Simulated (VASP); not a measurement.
# ZrWN2 (R-3m) in VASP: a series of runs

Runs on ZrWN2. Level: PBE. Tasks: single point.

Program: VASP 6.6.1. These are calculated values, not measurements. Logs are shortened: lines on timing, memory, paths and dates and some standing lists are left out, and cuts for length are marked.

## (1) The cell of the first run

The structure is trigonal, space group R-3m (No. 166). Conventional cell: a = 3.181 Å, b = 3.181 Å, c = 15.157 Å, α = 90.00°, β = 90.00°, γ = 120.00°. Within 3.0 Å of Zr (site symmetry -3m) lie 6 N at 2.26 Å. W (site symmetry -3m) has 6 N at 2.20 Å within 2.9 Å. Within 2.9 Å of N (site symmetry 3m) lie 3 W at 2.20 Å and 3 Zr at 2.26 Å.

## (2) Single point, PBE

INCAR

```
SYSTEM = ZrWN2
  PREC = Accurate
  ENCUT = 520
  EDIFF = 1E-6
  ISMEAR = 0
  SIGMA = 0.1
  LREAL = .False.
  LASPH = .True.
  NELM = 100
  ALGO = Fast
  ISIF = 2
  LWAVE = .False.
  LCHARG = .True.
  GGA = PE
  LELF = .True.
  LVHAR = .True.
  NBANDS = 26
```

KPOINTS

```
Automatic mesh
0
Gamma
  18 18 18
  0 0 0
```

POSCAR

```
ZrWN2
1.0
    1.5904694335      0.9182579556      5.0524079788
   -1.5904694335      0.9182579556      5.0524079788
    0.0000000000     -1.8365159111      5.0524079788
Zr W N
1 1 2
Direct
    0.5000000000      0.5000000000      0.5000000000
    0.0000000000      0.0000000000      0.0000000000
    0.7463057512      0.7463057512      0.7463057512
    0.2536942488      0.2536942488      0.2536942488
```

Potentials or basis: VASP PAW PBE potentials, release 64 (Zr_sv, W_sv, N).

Command:

```bash
$ cat potpaw_PBE.64/Zr_sv/POTCAR potpaw_PBE.64/W_sv/POTCAR potpaw_PBE.64/N/POTCAR > POTCAR
$ mpirun -np 1 vasp_std > vasp.out
```

OUTCAR:

```text
SYSTEM = ZrWN2
   PREC = Accurate
   ENCUT = 520
   EDIFF = 1E-6
   ISMEAR = 0
   LREAL = .False.
   LASPH = .True.
   NELM = 100
   ISIF = 2
   GGA = PE

 ion  position               nearest neighbor table
   1  0.500  0.500  0.500-   4 2.26   3 2.26   4 2.26   4 2.26   3 2.26   3 2.26   2 3.12   2 3.12
                             2 3.12   2 3.12   2 3.12   2 3.12
   2  0.000  0.000  0.000-   3 2.20   4 2.20   3 2.20   3 2.20   4 2.20   4 2.20   1 3.12   1 3.12
                             1 3.12   1 3.12   1 3.12   1 3.12
   3  0.746  0.746  0.746-   2 2.20   2 2.20   2 2.20   1 2.26   1 2.26   1 2.26
   4  0.254  0.254  0.254-   2 2.20   2 2.20   2 2.20   1 2.26   1 2.26   1 2.26

  LATTYP: Found a trigonal (rhomboedric) cell.
 ALAT       =     5.3758364071
 COS(alpha) =     0.8249393400

  Lattice vectors:

 A1 = (   1.5904694335,   0.9182579556,   5.0524079788)
 A2 = (  -1.5904694335,   0.9182579556,   5.0524079788)
 A3 = (   0.0000000000,  -1.8365159111,   5.0524079788)

Analysis of symmetry for initial positions (statically):
=====================================================================
 Subroutine PRICEL returns:
 Original cell was already a primitive cell.

 Routine SETGRP: Setting up the symmetry group for a
 trigonal (rhombohedral) supercell.

 Subroutine GETGRP returns: Found 12 space group operations
 (whereof 12 operations were pure point group operations)
 out of a pool of 12 trial point group operations.

The static configuration has the point symmetry D_3d.

Analysis of symmetry for dynamics (positions and initial velocities):
=====================================================================
 Subroutine PRICEL returns:
 Original cell was already a primitive cell.

 Routine SETGRP: Setting up the symmetry group for a
 trigonal (rhombohedral) supercell.

 Subroutine GETGRP returns: Found 12 space group operations
 (whereof 12 operations were pure point group operations)
 out of a pool of 12 trial point group operations.

The dynamic configuration has the point symmetry D_3d.

 Subroutine INISYM returns: Found 12 space group operations
 (whereof 12 operations are pure point group operations),
 and found     1 'primitive' translations

----------------------------------------------------------------------------------------

                                     Primitive cell

  volume of cell :      44.2731

  direct lattice vectors                    reciprocal lattice vectors
     1.590469434  0.918257956  5.052407979     0.314372593  0.181503101  0.065975142
    -1.590469434  0.918257956  5.052407979    -0.314372593  0.181503101  0.065975142
     0.000000000 -1.836515911  5.052407979     0.000000000 -0.363006202  0.065975142

  length of vectors
     5.375836407  5.375836407  5.375836407     0.368952873  0.368952873  0.368952873

  position of ions in fractional coordinates (direct lattice)
     0.500000000  0.500000000  0.500000000
     0.000000000  0.000000000  0.000000000
     0.746305751  0.746305751  0.746305751
     0.253694249  0.253694249  0.253694249

  ion indices of the primitive-cell ions
   primitive index   ion index
                 1           1
                 2           2
                 3           3
                 4           4

----------------------------------------------------------------------------------------

 KPOINTS: Automatic mesh

Automatic generation of k-mesh.
 Grid dimensions read from file:
 generate k-points for:   18   18   18

 Generating k-lattice:

  Cartesian coordinates                     Fractional coordinates (reciprocal lattice)
     0.017465144  0.010083506  0.003665286     0.055555556  0.000000000  0.000000000
    -0.017465144  0.010083506  0.003665286     0.000000000  0.055555556  0.000000000
     0.000000000 -0.020167011  0.003665286     0.000000000  0.000000000  0.055555556

  Length of vectors
     0.020497382  0.020497382  0.020497382

  Shift w.r.t. Gamma in fractional coordinates (k-lattice)
     0.000000000  0.000000000  0.000000000

 Subroutine IBZKPT returns following result:
 ===========================================

 Found    580 irreducible k-points:

 Following reciprocal coordinates:
            Coordinates               Weight
  0.000000  0.000000  0.000000      1.000000
  0.055556 -0.000000  0.000000      6.000000
  0.111111 -0.000000  0.000000      6.000000
  0.166667  0.000000  0.000000      6.000000
  0.222222  0.000000  0.000000      6.000000
  0.277778  0.000000  0.000000      6.000000
[... 16 lines left out ...]
 -0.277778  0.055556  0.000000     12.000000
 -0.222222  0.055556 -0.000000     12.000000
 [... further k-points ...]
   k-points           NKPTS =    580   k-points in BZ     NKDIM =    580   number of bands    NBANDS=     26
   number of dos      NEDOS =    301   number of ions     NIONS =      4
   total plane-waves  NPLWV =  64000
   dimension x,y,z NGX =    40 NGY =   40 NGZ =   40
   dimension x,y,z NGXF=    80 NGYF=   80 NGZF=   80
   ions per type =               1   1   2
   NGX,Y,Z   is equivalent  to a cutoff of  12.37, 12.37, 12.37 a.u.
   NGXF,Y,Z  is equivalent  to a cutoff of  24.74, 24.74, 24.74 a.u.
 SYSTEM =  ZrWN2
   PREC   = accura    normal or accurate (medium, high low for compatibility)
   ISTART =      0    job   : 0-new  1-cont  2-samecut
   ICHARG =      2    charge: 1-file 2-atom 10-const
   ISPIN  =      1    spin polarized calculation?
   LNONCOLLINEAR =      F non collinear calculations
   LSORBIT =      F    spin-orbit coupling
   LASPH  =      T    aspherical Exc in radial PAW
   ENCUT  =  520.0 eV  38.22 Ry    6.18 a.u.  10.00 10.00 10.00*2*pi/ulx,y,z
   NELM   =    100;   NELMIN=  2; NELMDL= -5     # of ELM steps
   EDIFF  = 0.1E-05   stopping-criterion for ELM
   LREAL  =      F    real-space projection
   EDIFFG = 0.1E-04   stopping-criterion for IOM
   NSW    =      0    number of steps for IOM
   IBRION =     -1    ionic relax: 0-MD 1-quasi-New 2-CG
   NFREE  =      0    steps in history (QN), initial steepest desc. (CG)
   ISIF   =      2    stress and relaxation
   ISYM   =      2    0-nonsym 1-usesym 2-fastsym
   POTIM  = 0.5000    time-step for ionic-motion
   TEBEG  =    0.0;   TEEND  =   0.0 temperature during run
   PSTRESS=    0.0 pullay stress
   NELECT =      36.0000    total number of electrons
   NUPDOWN=      -1.0000    fix difference up-down
   EMIN   =  10.00;   EMAX   =-10.00  energy-range for DOS
   EFERMI =   0.00;   METHOD = LEGACY
   ISMEAR =     0;   SIGMA  =   0.10  broadening in eV -4-tet -1-fermi 0-gaus
   EFERMI_NEDOS =   21; number of points for ismear=-14 and -15
   IALGO  =     68    algorithm
   IMIX   =      4    mixing-type and parameters
     AMIX     =   0.40;   BMIX     =  1.00
     AMIX_MAG =   1.60;   BMIX_MAG =  1.00
  volume/ion in A,a.u.               =      11.07        74.69
  Fermi-wavevector in a.u.,A,eV,Ry     =   1.528020  2.887540 31.767506  2.334846
  Thomas-Fermi vector in A             =   2.635836
   LORBIT       =      0    0 simple, 1 ext, 2 COOP (PROOUT), +10 PAW based schemes
   GGA     = PE    functional components
   LHFCALC =     F    Hartree Fock is set to
   AEXX    =    0.0000 exact exchange contribution
   IVDW    =     0    specifies the selected vdW correction
   LEPSILON=     F    determine dielectric tensor
   LRPA    =     F    only Hartree local field effects (RPA)
 non-spin polarized calculation
 RMM-DIIS sequential band-by-band and
 Gauss-broadening in eV      SIGMA  =   0.10
  energy-cutoff  :      520.00
  volume of cell :       44.27
 maximum number of plane-waves:      1209
   NGX = 19   NGY = 19   NGZ = 19

 number of electron      36.0000000 magnetization

 Free energy of the ion-electron system (eV)
  ---------------------------------------------------
  ext. energy  EPLUGINS =         0.00000000
  ---------------------------------------------------
  free energy    TOTEN  =       -41.30035572 eV

  energy without entropy =      -41.29083368  energy(sigma->0) =      -41.29559470

 E-fermi :  12.7217     XC(G=0): -13.2075

 val. band max:       12.7180633333   @ k =  -0.4444   0.5000   0.3333
 cond. band min:      12.7226512436   @ k =   0.4444   0.4444   0.1111
 fundamental gap:      0.0045879103
 Fermi energy:        12.7216919149

 k-point     1 :       0.0000    0.0000    0.0000
  band No.  band energies     occupation
      1     -62.8628      2.00000
      2     -37.1890      2.00000
      3     -27.1036      2.00000
      4     -26.9665      2.00000
      5     -26.9665      2.00000
      6     -15.5511      2.00000
[... 18 lines left out ...]
     25      15.4108      0.00000
     26      16.7444      0.00000

 k-point     2 :       0.0556   -0.0000    0.0000
  band No.  band energies     occupation
      1     -62.8622      2.00000
      2     -37.1855      2.00000
      3     -27.1014      2.00000
      4     -26.9774      2.00000
      5     -26.9690      2.00000
      6     -15.5446      2.00000
[... 18 lines left out ...]
     25      15.4761      0.00000
     26      17.0976      0.00000

 k-point     3 :       0.1111   -0.0000    0.0000
  band No.  band energies     occupation
      1     -62.8607      2.00000
      2     -37.1754      2.00000
      3     -27.0950      2.00000
      4     -27.0088      2.00000
      5     -26.9761      2.00000
      6     -15.5259      2.00000
[... 18 lines left out ...]
     25      15.9063      0.00000
     26      17.6885      0.00000

 k-point     4 :       0.1667    0.0000    0.0000
  band No.  band energies     occupation
      1     -62.8584      2.00000
      2     -37.1598      2.00000
      3     -27.0854      2.00000
      4     -27.0564      2.00000
      5     -26.9870      2.00000
      6     -15.4970      2.00000
[... 18 lines left out ...]
     25      16.8310      0.00000
     26      17.7972      0.00000
[... 496 lines left out ...]
      1     -62.8483      2.00000
      2     -37.0910      2.00000
      3     -27.2563      2.00000
      4     -27.0429      2.00000
      5     -27.0392      2.00000
      6     -15.7251      2.00000
[... 18 lines left out ...]
     25      17.3319      0.00000
     26      18.3760      0.00000

 k-point    23 :      -0.2778    0.0556    0.0000
  band No.  band energies     occupation
      1     -62.8509      2.00000
      2     -37.1086      2.00000
      3     -27.2059      2.00000
      4     -27.0535      2.00000
      5     -27.0265      2.00000
      6     -15.5835      2.00000
[... 18 lines left out ...]
     25      16.9979      0.00000
     26      19.5609      0.00000

 k-point    24 :      -0.2222    0.0556   -0.0000
  band No.  band energies     occupation
      1     -62.8538      2.00000
      2     -37.1286      2.00000
      3     -27.1479      2.00000
      4     -27.0659      2.00000
      5     -27.0117      2.00000
      6     -15.4466      2.00000
[... 18 lines left out ...]
     25      17.1041      0.00000
     26      18.5923      0.00000

 [... further k-points ...]

------------------------ aborting loop because EDIFF is reached ----------------------------------------

  FORCE on cell =-STRESS in cart. coord.  units (eV):
  Direction    XX          YY          ZZ          XY          YZ          ZX
  --------------------------------------------------------------------------------------
  -------------------------------------------------------------------------------------
  Total        0.1948462      0.1948462      0.1821577      0.0000000      0.0000000      0.0000000
  in kB        7.0511963      7.0511963      6.5920204      0.0000000      0.0000000      0.0000000
  external PRESSURE =       6.8981377 kB  Pullay stress =       0.0000000 kB

 VOLUME and BASIS-vectors are now :
 -----------------------------------------------------------------------------
  energy-cutoff  :      520.00
  volume of cell :       44.27
      direct lattice vectors                 reciprocal lattice vectors
     1.590469434  0.918257956  5.052407979     0.314372593  0.181503101  0.065975142
    -1.590469434  0.918257956  5.052407979    -0.314372593  0.181503101  0.065975142
     0.000000000 -1.836515911  5.052407979     0.000000000 -0.363006202  0.065975142

 POSITION                                       TOTAL-FORCE (eV/Angst)
 -----------------------------------------------------------------------------------
      0.00000      0.00000      7.57861         0.000000      0.000000      0.000000
      0.00000      0.00000      0.00000         0.000000     -0.000000      0.000000
      0.00000      0.00000     11.31192        -0.000000      0.000000      0.039192
      0.00000      0.00000      3.84530        -0.000000     -0.000000     -0.039192
 -----------------------------------------------------------------------------------
    total drift:                                0.000000     -0.000000      0.000000

  FREE ENERGIE OF THE ION-ELECTRON SYSTEM (eV)
  ---------------------------------------------------
  free  energy   TOTEN  =       -41.3003557221 eV

  energy  without entropy=      -41.2908336752  energy(sigma->0) =      -41.29559470
```

It took 28 min on 1 thread of Intel Xeon 6975P-C (Granite Rapids), shared host; peak memory 0.8 GiB.

Results:

| Property | Result |
| --- | --- |
| Free energy | -41.3004 eV |
| Pressure | 0.7 GPa |
| Largest force | 0.039 eV/Å |
| Band gap on the k mesh | zero (bands 18 and 19 overlap by 2.44 eV) |

Forces on the atoms (eV/Å):
```
Zr   0.000  0.000  0.000
W    0.000  0.000  0.000
N    0.000  0.000  0.039
N    0.000  0.000 -0.039
```

Caveat: spin-orbit coupling is left out, which moves the levels of the heavy elements.

## (3) Single point, PBE

This run uses another cell than the first one, of 11.22 Å³/atom.

INCAR

```
PREC = Accurate ; ENCUT = 520
EDIFF = 1E-6 ; ISMEAR = 0
SIGMA = 0.1 ; LREAL = F
LASPH = T ; NELM = 100
ALGO = Normal ; ISIF = 2
LWAVE = F ; LCHARG = T
GGA = PE ; LELF = T
LVHAR = T ; NBANDS = 26
```

KPOINTS

```
regular mesh
0
Gamma
  6 6 6
```

POSCAR

```
ZrWN2
1.0
    1.5801434300      0.9122962300      5.1902600100
   -1.5801434300      0.9122962300      5.1902600100
    0.0000000000     -1.8245924700      5.1902600100
Zr W N
1 1 2
Direct
    0.5000000000      0.5000000000      0.5000000000
    0.0000000000      0.0000000000      0.0000000000
    0.7384101600      0.7384101600      0.7384101600
    0.2615898400      0.2615898400      0.2615898400
```

Potentials or basis: VASP PAW PBE potentials, release 64 (Zr_sv, W_sv, N).

Command:

```bash
$ cat potpaw_PBE.64/Zr_sv/POTCAR potpaw_PBE.64/W_sv/POTCAR potpaw_PBE.64/N/POTCAR > POTCAR
$ mpirun -np 1 vasp_std > vasp.out
```

It took 48 s on 1 thread of Intel Xeon 6975P-C (Granite Rapids), shared host; peak memory 0.27 GiB.

Results (log left out):

* Free energy: -41.0963 eV
* Pressure: -0.8 GPa
* Largest force: 1.381 eV/Å
* Band gap on the k mesh: zero (bands 18 and 19 overlap by 2.41 eV)

Forces in eV/Å, atoms in the order of the input:
```
Zr   0.000  0.000  0.000
W    0.000  0.000  0.000
N    0.000  0.000  1.381
N    0.000  0.000 -1.381
```

Stress tensor (GPa, compression positive):
```
 0.71  0.00  0.00
 0.00  0.71  0.00
 0.00  0.00 -3.76
```

Levels at points of the mesh, in eV from the Fermi level:
```
           k point  band 15  band 16  band 17  band 18  band 19  band 20  band 21  band 22
(0.00, 0.00, 0.00)    -3.39    -3.39    -2.07    -2.07    -1.81     0.32     0.32     1.11
(0.50, 0.00, 0.00)    -6.12    -5.36    -1.85    -1.57     0.75     0.85     3.43     3.57
(0.50, 0.50, 0.00)    -4.66    -4.29    -4.05     0.54     0.79     1.67     2.32     3.70
(0.50, 0.50, 0.50)    -4.70    -4.70    -1.39    -1.39    -0.78    -0.50     0.70     0.70
```

Caveat: the k points lie up to 0.39 Å⁻¹ apart, too coarse for converged energies and pressures of a metal; spin-orbit coupling is left out, which moves the levels of the heavy elements; forces of over 1 eV/Å act on the atoms, so gaps and moduli don't describe the material at rest.
